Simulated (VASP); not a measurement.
# In (I4/mmm) in VASP: notebook, part 2 of 2

VASP 6.6.1. Earlier steps stand in the parts before.

**5. Relaxation of shape and atoms at fixed volume, PBEsol (volume scaled by 1.03)**

File INCAR:

```
  PREC = Accurate
  ENCUT = 600
  EDIFF = 1E-6
  ISMEAR = 0
  SIGMA = 0.1
  LREAL = F
  LASPH = T
  NELM = 80
  ALGO = Fast
  ISIF = 4
  LWAVE = F
  LCHARG = F
  GGA = PS
  IBRION = 2
  NSW = 50
  EDIFFG = -0.01
```

File KPOINTS:

```
Automatic mesh
0
Gamma
  18 18 18
```

File POSCAR:

```
In
1.0
   -1.6132599141      1.6132599141      2.5234143643
    1.6132599141     -1.6132599141      2.5234143643
    1.6132599141      1.6132599141     -2.5234143643
In
1
Direct
    0.0000000000      0.0000000000      0.0000000000
```

Started as:

```sh
cat potpaw_PBE.64/In_d/POTCAR > POTCAR
mpirun -np 1 vasp_std > vasp.out
```

It took 2.1 min on 1 thread of Intel Xeon Platinum 8259CL at 2.50GHz (Skylake/Cascade Lake), shared host; peak memory 0.28 GiB.

The run converged. Its results:

```
Free energy             : -2.9830 eV
Pressure after relaxing : -1.2 GPa
```

Final structure:
```yaml
crystal:
  lattice:
    - [-1.61326, 1.61326, 2.52341]
    - [1.61326, -1.61326, 2.52341]
    - [1.61326, 1.61326, -2.52341]
  atoms:
    - { symbol: In, position: [0.00000, 0.00000, 0.00000] }
```

Levels at points of the mesh, in eV from the Fermi level:
| k point | band 3 | band 4 | band 5 | band 6 | band 7 | band 8 | band 9 | band 10 |
| --- | --- | --- | --- | --- | --- | --- | --- | --- |
| (0.00, 0.00, 0.00) | -14.49 | -14.44 | -14.30 | -9.53 | 10.49 | 10.49 | 10.69 | 11.64 |
| (0.50, 0.00, 0.00) | -14.47 | -14.24 | -14.19 | -4.30 | -3.36 | 7.13 | 9.40 | 10.97 |
| (0.50, 0.50, 0.00) | -14.23 | -14.23 | -14.10 | -1.85 | -1.51 | 3.33 | 3.93 | 6.88 |
| (0.50, 0.50, 0.50) | -14.21 | -14.19 | -14.19 | -3.25 | -2.81 | 4.98 | 4.98 | 8.43 |

Caveat: the cell differs from its parent crystal (volume scaled by 1.03); the relaxation stopped at its first step, so nothing moved; the PAW data sets were made with another functional, which shifts forces and pressure a little; spin-orbit coupling is left out, which moves the levels of the heavy elements.

**6. Single point, PBEsol**

This run uses another cell than the first one, of 25.50 Å³/atom, 1.099 times its volume.

File INCAR:

```
ALGO = Fast
EDIFF = 1E-6
ENCUT = 520
GGA = PS
ISIF = 2
ISMEAR = 0
LASPH = True
LCHARG = False
LREAL = False
LWAVE = False
NBANDS = 12
NELM = 100
PREC = Accurate
SIGMA = 0.1
```

File KPOINTS:

```
k-points
0
Gamma
  18 18 18
```

File POSCAR:

```
In
1.0
   -1.5974426201      1.5974426201      2.4986734160
    1.5974426201     -1.5974426201      2.4986734160
    1.5974426201      1.5974426201     -2.4986734160
In
1
Direct
    0.0000000000      0.0000000000      0.0000000000
```

Potentials or basis: VASP PAW PBE potentials, release 64 (In_d).

Started as:

```sh
cat potpaw_PBE.64/In_d/POTCAR > POTCAR
mpirun -np 1 vasp_std > vasp.out
```

OUTCAR:

```text
EDIFF = 1E-6
   ENCUT = 520
   GGA = PS
   ISIF = 2
   ISMEAR = 0
   LASPH = True
   LREAL = False
   NELM = 100
   PREC = Accurate

 ion  position               nearest neighbor table
   1  0.000  0.000  0.000-

  LATTYP: Found a body centered tetragonal cell.
 ALAT       =     3.1948852402
 C/A-ratio  =     1.5641709972

  Lattice vectors:

 A1 = (  -1.5974426201,   1.5974426201,   2.4986734160)
 A2 = (   1.5974426201,  -1.5974426201,   2.4986734160)
 A3 = (   1.5974426201,   1.5974426201,  -2.4986734160)

Analysis of symmetry for initial positions (statically):
=====================================================================
 Subroutine PRICEL returns:
 Original cell was already a primitive cell.

 Routine SETGRP: Setting up the symmetry group for a
 body centered tetragonal supercell.

 Subroutine GETGRP returns: Found 16 space group operations
 (whereof 16 operations were pure point group operations)
 out of a pool of 16 trial point group operations.

The static configuration has the point symmetry D_4h.

Analysis of symmetry for dynamics (positions and initial velocities):
=====================================================================
 Subroutine PRICEL returns:
 Original cell was already a primitive cell.

 Routine SETGRP: Setting up the symmetry group for a
 body centered tetragonal supercell.

 Subroutine GETGRP returns: Found 16 space group operations
 (whereof 16 operations were pure point group operations)
 out of a pool of 16 trial point group operations.

The dynamic configuration has the point symmetry D_4h.

 Subroutine INISYM returns: Found 16 space group operations
 (whereof 16 operations are pure point group operations),
 and found     1 'primitive' translations

----------------------------------------------------------------------------------------

                                     Primitive cell

  volume of cell :      25.5047

  direct lattice vectors                    reciprocal lattice vectors
    -1.597442620  1.597442620  2.498673416     0.000000000  0.313000288  0.200106183
     1.597442620 -1.597442620  2.498673416     0.313000288  0.000000000  0.200106183
     1.597442620  1.597442620 -2.498673416     0.313000288  0.313000288  0.000000000

  length of vectors
     3.368533017  3.368533017  3.368533017     0.371499212  0.371499212  0.442649252

  position of ions in fractional coordinates (direct lattice)
     0.000000000  0.000000000  0.000000000

  ion indices of the primitive-cell ions
   primitive index   ion index
                 1           1

----------------------------------------------------------------------------------------

 KPOINTS: k-points

Automatic generation of k-mesh.
 Grid dimensions read from file:
 generate k-points for:   18   18   18

 Generating k-lattice:

  Cartesian coordinates                     Fractional coordinates (reciprocal lattice)
     0.000000000  0.017388905  0.011117010     0.055555556  0.000000000  0.000000000
     0.017388905  0.000000000  0.011117010     0.000000000  0.055555556  0.000000000
     0.017388905  0.017388905  0.000000000     0.000000000  0.000000000  0.055555556

  Length of vectors
     0.020638845  0.020638845  0.024591625

  Shift w.r.t. Gamma in fractional coordinates (k-lattice)
     0.000000000  0.000000000  0.000000000

 Subroutine IBZKPT returns following result:
 ===========================================

 Found    480 irreducible k-points:

 Following reciprocal coordinates:
            Coordinates               Weight
  0.000000  0.000000  0.000000      1.000000
  0.055556  0.000000 -0.000000      8.000000
  0.111111  0.000000 -0.000000      8.000000
  0.166667 -0.000000  0.000000      8.000000
  0.222222  0.000000  0.000000      8.000000
  0.277778 -0.000000  0.000000      8.000000
[... 16 lines left out ...]
 -0.277778  0.055556 -0.000000     16.000000
 -0.222222  0.055556  0.000000     16.000000
 [... further k-points ...]
   k-points           NKPTS =    480   k-points in BZ     NKDIM =    480   number of bands    NBANDS=     12
   number of dos      NEDOS =    301   number of ions     NIONS =      1
   total plane-waves  NPLWV =  21952
   dimension x,y,z NGX =    28 NGY =   28 NGZ =   28
   dimension x,y,z NGXF=    56 NGYF=   56 NGZF=   56
   ions per type =               1
   NGX,Y,Z   is equivalent  to a cutoff of  13.82, 13.82, 13.82 a.u.
   NGXF,Y,Z  is equivalent  to a cutoff of  27.64, 27.64, 27.64 a.u.
 SYSTEM =  unknown system
   PREC   = accura    normal or accurate (medium, high low for compatibility)
   ISTART =      0    job   : 0-new  1-cont  2-samecut
   ICHARG =      2    charge: 1-file 2-atom 10-const
   ISPIN  =      1    spin polarized calculation?
   LNONCOLLINEAR =      F non collinear calculations
   LSORBIT =      F    spin-orbit coupling
   LASPH  =      T    aspherical Exc in radial PAW
   ENCUT  =  520.0 eV  38.22 Ry    6.18 a.u.   6.26  6.26  6.26*2*pi/ulx,y,z
   NELM   =    100;   NELMIN=  2; NELMDL= -5     # of ELM steps
   EDIFF  = 0.1E-05   stopping-criterion for ELM
   LREAL  =      F    real-space projection
   EDIFFG = 0.1E-04   stopping-criterion for IOM
   NSW    =      0    number of steps for IOM
   IBRION =     -1    ionic relax: 0-MD 1-quasi-New 2-CG
   NFREE  =      0    steps in history (QN), initial steepest desc. (CG)
   ISIF   =      2    stress and relaxation
   ISYM   =      2    0-nonsym 1-usesym 2-fastsym
   POTIM  = 0.5000    time-step for ionic-motion
   TEBEG  =    0.0;   TEEND  =   0.0 temperature during run
   PSTRESS=    0.0 pullay stress
   NELECT =      13.0000    total number of electrons
   NUPDOWN=      -1.0000    fix difference up-down
   EMIN   =  10.00;   EMAX   =-10.00  energy-range for DOS
   EFERMI =   0.00;   METHOD = LEGACY
   ISMEAR =     0;   SIGMA  =   0.10  broadening in eV -4-tet -1-fermi 0-gaus
   EFERMI_NEDOS =   21; number of points for ismear=-14 and -15
   IALGO  =     68    algorithm
   IMIX   =      4    mixing-type and parameters
     AMIX     =   0.40;   BMIX     =  1.00
     AMIX_MAG =   1.60;   BMIX_MAG =  1.00
  volume/ion in A,a.u.               =      25.50       172.11
  Fermi-wavevector in a.u.,A,eV,Ry     =   1.307724  2.471239 23.267879  1.710141
  Thomas-Fermi vector in A             =   2.438439
   LORBIT       =      0    0 simple, 1 ext, 2 COOP (PROOUT), +10 PAW based schemes
   GGA     = PS    functional components
   LHFCALC =     F    Hartree Fock is set to
   AEXX    =    0.0000 exact exchange contribution
   IVDW    =     0    specifies the selected vdW correction
   LEPSILON=     F    determine dielectric tensor
   LRPA    =     F    only Hartree local field effects (RPA)
 non-spin polarized calculation
 RMM-DIIS sequential band-by-band and
 Gauss-broadening in eV      SIGMA  =   0.10
  energy-cutoff  :      520.00
  volume of cell :       25.50
 maximum number of plane-waves:       700
 NGX is ok and might be reduce to    28
   NGX = 13   NGY = 13   NGZ = 13

 number of electron      13.0000002 magnetization

 Free energy of the ion-electron system (eV)
  ---------------------------------------------------
  ext. energy  EPLUGINS =         0.00000000
  ---------------------------------------------------
  free energy    TOTEN  =        -2.98549111 eV

  energy without entropy =       -2.98360081  energy(sigma->0) =       -2.98454596

 E-fermi :   7.6441     XC(G=0): -10.5272

 val. band max:        7.6266692097   @ k =   0.3333   0.3333  -0.0000
 cond. band min:       7.6719466261   @ k =   0.2778   0.2778   0.1111
 fundamental gap:      0.0452774163
 Fermi energy:         7.6441151786

 k-point     1 :       0.0000    0.0000    0.0000
  band No.  band energies     occupation
      1      -7.0381      2.00000
      2      -6.8774      2.00000
      3      -6.8774      2.00000
      4      -6.8286      2.00000
      5      -6.6735      2.00000
      6      -2.0981      2.00000
      7      18.3949      0.00000
      8      18.3949      0.00000
      9      18.6176      0.00000
     10      19.3384      0.00000
     11      21.8576      0.00000
     12      22.0033      0.00000
[... 331 lines left out ...]
 k-point    24 :      -0.2222    0.0556    0.0000
  band No.  band energies     occupation
      1      -6.9699      2.00000
      2      -6.9179      2.00000
      3      -6.8307      2.00000
      4      -6.7635      2.00000
      5      -6.7009      2.00000
      6      -1.0689      2.00000
      7      12.4016      0.00000
      8      16.0966      0.00000
      9      17.4774      0.00000
     10      19.7056      0.00000
     11      20.9727      0.00000
     12      22.0116      0.00000

 [... further k-points ...]

------------------------ aborting loop because EDIFF is reached ----------------------------------------

  FORCE on cell =-STRESS in cart. coord.  units (eV):
  Direction    XX          YY          ZZ          XY          YZ          ZX
  --------------------------------------------------------------------------------------
  -------------------------------------------------------------------------------------
  Total       -0.0006806     -0.0006806      0.0000570      0.0000000     -0.0000000      0.0000000
  in kB       -0.0427570     -0.0427570      0.0035798      0.0000000     -0.0000000      0.0000000
  external PRESSURE =      -0.0273114 kB  Pullay stress =       0.0000000 kB

 VOLUME and BASIS-vectors are now :
 -----------------------------------------------------------------------------
  energy-cutoff  :      520.00
  volume of cell :       25.50
      direct lattice vectors                 reciprocal lattice vectors
    -1.597442620  1.597442620  2.498673416     0.000000000  0.313000288  0.200106183
     1.597442620 -1.597442620  2.498673416     0.313000288  0.000000000  0.200106183
     1.597442620  1.597442620 -2.498673416     0.313000288  0.313000288  0.000000000

 POSITION                                       TOTAL-FORCE (eV/Angst)
 -----------------------------------------------------------------------------------
      0.00000      0.00000      0.00000        -0.000000      0.000000      0.000000
 -----------------------------------------------------------------------------------
    total drift:                               -0.000000     -0.000000     -0.000000

  FREE ENERGIE OF THE ION-ELECTRON SYSTEM (eV)
  ---------------------------------------------------
  free  energy   TOTEN  =        -2.9854911142 eV

  energy  without entropy=       -2.9836008129  energy(sigma->0) =       -2.98454596
```

OSZICAR:

```text
N       E                     dE             d eps       ncg     rms          rms(c)
DAV:   1     0.782419906390E+02    0.78242E+02   -0.62606E+03 11660   0.139E+03
DAV:   2     0.652847651699E+00   -0.77589E+02   -0.75608E+02 12036   0.291E+02
DAV:   3    -0.294680424944E+01   -0.35997E+01   -0.35893E+01 13888   0.639E+01
DAV:   4    -0.302734353809E+01   -0.80539E-01   -0.80518E-01 14320   0.944E+00
DAV:   5    -0.303120227991E+01   -0.38587E-02   -0.38586E-02 16244   0.184E+00    0.241E+00
RMM:   6    -0.299303820232E+01    0.38164E-01   -0.48567E-02 14171   0.350E+00    0.124E+00
RMM:   7    -0.298592031218E+01    0.71179E-02   -0.16721E-02 13673   0.168E+00    0.302E-01
RMM:   8    -0.298542838982E+01    0.49192E-03   -0.20750E-03 16771   0.659E-01    0.814E-02
RMM:   9    -0.298548262977E+01   -0.54240E-04   -0.61083E-04 17913   0.244E-01    0.433E-02
RMM:  10    -0.298548547688E+01   -0.28471E-05   -0.14416E-04 15826   0.209E-01    0.738E-03
RMM:  11    -0.298548988386E+01   -0.44070E-05   -0.66317E-05 18255   0.899E-02    0.139E-02
RMM:  12    -0.298549049707E+01   -0.61321E-06   -0.18977E-05 16196   0.557E-02    0.217E-03
RMM:  13    -0.298549111424E+01   -0.61717E-06   -0.41239E-06  9520   0.207E-02
   1 F= -.29854911E+01 E0= -.29845460E+01  d E =-.189030E-02
```

Run time: 87 s. Hardware: 1 thread of Intel Xeon Platinum 8559C (Emerald Rapids), shared host; peak memory 0.27 GiB.

What came out:

```yaml
Free_energy: -2.9855 eV
Pressure: 0.0 GPa
```

Caveat: the PAW data sets were made with another functional, which shifts forces and pressure a little; spin-orbit coupling is left out, which moves the levels of the heavy elements.

**7. The runs side by side**

```tsv
task	cell	cutoff (eV)	gap on the mesh (eV)	pressure (GPa)
relaxation of shape and atoms at fixed volume	relaxed from a = 3.263 Å, angles 123.3, 123.3, 84.4°, 1 atom	600	none	5.5
relaxation of shape and atoms at fixed volume	relaxed from a = 3.300 Å, angles 123.4, 123.4, 84.2°, 1 atom	600	none	3.3
relaxation of shape and atoms at fixed volume	relaxed from a = 3.335 Å, angles 123.4, 123.4, 84.2°, 1 atom	600	none	1.5
relaxation of shape and atoms at fixed volume	relaxed from a = 3.402 Å, angles 123.4, 123.4, 84.2°, 1 atom	600	none	-1.2
single point	a = 3.369 Å, angles 123.4, 123.4, 84.2°, 1 atom	520	none	0.0
```

Alike in all rows: level PBEsol; potentials or basis VASP PAW PBE potentials, release 64 (In_d); no spin polarisation; k mesh 18 × 18 × 18; smearing gaussian 0.1 eV.

Caveats: the PAW data sets were made with another functional, which shifts forces and pressure a little; spin-orbit coupling is left out, which moves the levels of the heavy elements; the relaxation stopped at its first step, so nothing moved (some runs).

Absolute energies hang on the potentials; compare differences alone.
